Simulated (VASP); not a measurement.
A run of VASP 6.6.1 is set up as follows.

INCAR

```
  PREC = Accurate
  ENCUT = 520
  EDIFF = 1E-6
  ISMEAR = -1
  SIGMA = 0.05
  LREAL = False
  LASPH = True
  NELM = 80
  ALGO = Normal
  ISIF = 2
  LWAVE = False
  LCHARG = False
  GGA = PS
  NBANDS = 19
```

Contents of KPOINTS:

```
regular mesh
0
Gamma
  16 16 9
```

POSCAR

```
Cd
1.0
    2.9757628428      0.0000000000      0.0000000000
   -1.4878814214      2.5770862175      0.0000000000
    0.0000000000      0.0000000000      5.4309367710
Cd
2
Direct
    0.3333333333      0.6666666667      0.2500000000
    0.6666666667      0.3333333333      0.7500000000
```

Potentials or basis: VASP PAW PBE potentials, release 64 (Cd).

Run with:

```sh
$ cat potpaw_PBE.64/Cd/POTCAR > POTCAR
$ mpirun -np 1 vasp_std > vasp.out
```

Task: Estimate the pressure.

Result: 0.4 GPa.

Task: Predict the band gap on the k mesh.

Result: Zero (band 12 reaches 4.24 eV, above the bottom of band 13 at 0.41 eV).

Stress tensor (GPa, compression positive):
```
0.45 0.00 0.00
0.00 0.45 0.00
0.00 0.00 0.22
```

Caveat: the PAW data sets were made with another functional, which shifts forces and pressure a little.
